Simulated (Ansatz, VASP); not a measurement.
# Two plane-wave programs on AlN

INCAR

```
PREC     = Accurate       # precision mode
ENCUT    = 600            # plane-wave cutoff, eV
EDIFF    = 1E-7           # SCF threshold, eV
ISMEAR   = 0              # smearing method
SIGMA    = 0.1            # smearing width, eV
LREAL    = F              # projectors in reciprocal space
LASPH    = T              # aspherical terms in the spheres
NELM     = 100            # most SCF steps
ALGO     = Normal         # electronic algorithm
ISIF     = 3              # what is computed and relaxed
LWAVE    = F              # write WAVECAR
LCHARG   = F              # write CHGCAR
GGA      = PE             # functional
IBRION   = 2              # ionic algorithm
NSW      = 90             # ionic steps
EDIFFG   = -0.04          # ionic threshold
```

The input KPOINTS:

```
regular mesh
0
Gamma
  6 6 6
```

File POSCAR:

```
AlN
1.0
    3.4191246600      0.0000000000      0.0000000000
   -1.7095623300      2.9610488100      0.0000000000
    0.0000000000      0.0000000000      3.0555496700
Al N
1 1
Direct
    0.0000000000      0.0000000000      0.5000000000
    0.0000000000      0.0000000000      0.0000000000
```

Input for Ansatz:

```yaml
crystal:
  lattice:
    - [3.41912466, 0.0, 0.0]
    - [-1.70956233, 2.96104881, 0.0]
    - [0.0, 0.0, 3.05554967]
  atoms:
    - { symbol: Al, position: [0.0, 0.0, 0.5] }
    - { symbol: "N", position: [0.0, 0.0, 0.0] }
basis:
  ecutwfc: 420
kpoints:
  mp_grid: { grid: [6, 6, 6] }
hamiltonian:
  xc: pbe
scf:
  occupations: { method: gaussian, width: 0.1 }
  lower_state_search: "off"
output:
  forces: true
  stress: true
  eigenvalues: true
relax:
  adjacent_minimum: "off"
  f_tol: 0.04
  max_steps: 70
  cell: { stress_tol: 0.4 }
```

Alike in both runs: task relaxation of cell and atoms; functional PBE; k mesh 6 × 6 × 6; occupations gaussian, width 0.1 eV; no spin polarisation.

|  | VASP | Ansatz |
| --- | --- | --- |
| version | VASP 6.6.1 | Ansatz 0.2.0 |
| potentials or method | VASP PAW PBE potentials, release 64 (Al, N), cutoff 600 eV | scalar-relativistic, plane waves, PAW |
| valence electrons in the cell | 8 | 8 |

VASP gave:

| Property | Result |
| --- | --- |
| gap on the k mesh at the Fermi level, each at its own relaxed structure (eV) | 0.30 |
| relaxed volume (Å³/atom) | 25.05 |
| relaxed cell length with the largest relative difference (Å) | 4.141 |

What did Ansatz give for the same quantities?

gap on the k mesh at the Fermi level, each at its own relaxed structure (eV): 0.86; relaxed volume (Å³/atom): 29.88; relaxed cell length with the largest relative difference (Å): 4.522.

One of these differences is far larger than is usual between the two programs; its cause wasn't traced.

Noted on VASP's run: the volume moved by over 15 % at a fixed basis, so the end points are rough.
